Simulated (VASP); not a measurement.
The system is LuB2Rh3.

```
B Lu Rh
1.0
     5.42177    0.00000    0.00000
    -2.71088    4.69539    0.00000
     0.00000    0.00000    3.12917
B Lu Rh
2 1 3
Direct
  0.33333 0.66667 0.50000
  0.66667 0.33333 0.50000
  0.00000 0.00000 0.50000
  0.50000 0.50000 0.00000
  0.50000 0.00000 0.00000
  0.00000 0.50000 0.00000
```

```yaml
Program: VASP 6.6.1
Task: relaxation of cell and atoms
Functional: PBEsol
Potentials_or_basis: VASP PAW PBE potentials, release 64 (B, Lu, Rh_pv)
Cutoff: 600 eV
k_mesh: 6 × 6 × 6
Occupations: gaussian, width 0.1 eV
Spin: no spin polarisation
```

At the start: pressure -9.6 GPa; volume 13.28 Å³/atom.

Problem. Where does the relaxation end?

Solution. Over 8 steps the energy falls by 20.5 meV/atom and the volume is 12.67 Å³/atom (-4.5 %); space group P6/mmm (No. 191, to 0.1 Å) before and after.

The path:
```tsv
step	energy change (eV)	largest force (eV/Å)	pressure (GPa)	volume (Å³)
1	0.0000	0.0000	-9.63	79.66
2	2.5351	0.0000	0.08	70.81
3	0.9916	0.0000	22.52	70.75
4	0.0748	0.0000	6.01	74.88
5	-0.1119	0.0000	3.21	75.05
6	-0.1139	0.0000	3.19	75.15
7	-0.1187	0.0000	2.17	75.45
8	-0.1230	0.0000	0.25	76.05
```

Final structure:
```xyz
6
Lattice="5.3100 0.0000 0.0000 -2.6550 4.5986 0.0000 0.0000 0.0000 3.1143" Properties=species:S:1:pos:R:3 pbc="T T T"
B     0.0000    3.0657    1.5571
B     2.6550    1.5329    1.5571
Lu   -2.6550    4.5986    1.5571
Rh    1.3275    2.2993    0.0000
Rh    0.0000    4.5986    0.0000
Rh   -1.3275    2.2993    0.0000
```

Caveat: the PAW data sets were made with another functional, which shifts forces and pressure a little.
